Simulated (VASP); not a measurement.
Write the native input for VASP 6.6.1 that does the following.

```yaml
Task: relaxation of cell and atoms
Functional: PBEsol
Potentials_or_basis: VASP PAW PBE potentials, release 64 (Al)
Cutoff: 600 eV
k_mesh: 12 × 12 × 12
Occupations: fermi-dirac, width 0.05 eV
Spin: no spin polarisation
Target_pressure: 20 GPa
Dipole_correction: no
Further_INCAR_settings: ALGO = Normal; EDIFF = 1e-06; IBRION = 2; EDIFFG = -0.02; NSW = 80; ISIF = 3
```

The structure of Al lies in POSCAR:

```
Al
1.0
   -1.5912186900      1.5912186900      1.5912186900
    1.5912186900     -1.5912186900      1.5912186900
    1.5912186900      1.5912186900     -1.5912186900
Al
1
Direct
    0.0000000000      0.0000000000      0.0000000000
```

The input as run:

INCAR

```
SYSTEM = Al
ALGO     = Normal         ! electronic algorithm
EDIFF    = 1E-6           ! SCF threshold, eV
EDIFFG   = -0.02          ! ionic threshold
ENCUT    = 600            ! plane-wave cutoff, eV
GGA      = PS             ! functional
IBRION   = 2              ! ionic algorithm
ISIF     = 3              ! what is computed and relaxed
ISMEAR   = -1             ! smearing method
LASPH    = .True.         ! aspherical terms in the spheres
LCHARG   = .False.        ! write CHGCAR
LREAL    = .False.        ! projectors in reciprocal space
LWAVE    = .False.        ! write WAVECAR
NELM     = 100            ! most SCF steps
NSW      = 80             ! ionic steps
PREC     = Accurate       ! precision mode
PSTRESS  = 200.0        
SIGMA    = 0.05           ! smearing width, eV
```

KPOINTS

```
k-points
0
Gamma
  12 12 12
  0 0 0
```

Potentials or basis: VASP PAW PBE potentials, release 64 (Al).

The run is started by

```sh
$ cat potpaw_PBE.64/Al/POTCAR > POTCAR
$ mpirun -np 1 vasp_std > vasp.out
```

Results of the run:

```json
{
 "Relaxed volume": "13.82 Å³/atom",
 "Relaxed cell": "a = 2.618 Å, b = 2.618 Å, c = 2.618 Å, α = 109.47°, β = 109.47°, γ = 109.47°",
 "Space group after relaxing (to 0.05 Å)": "Im-3m (No. 229)",
 "Energy change on relaxing (the enthalpy is what falls)": "+142.3 meV/atom",
 "Ionic steps": "3",
 "Pressure after relaxing": "19.8 GPa"
}
```

Caveat: the cell is relaxed towards a set pressure, so the enthalpy falls and the energy may rise; the PAW data sets were made with another functional, which shifts forces and pressure a little.

Wall time 5.3 s on 1 thread of Intel Xeon 6975P-C (shared host), peak memory 0.14 GiB.
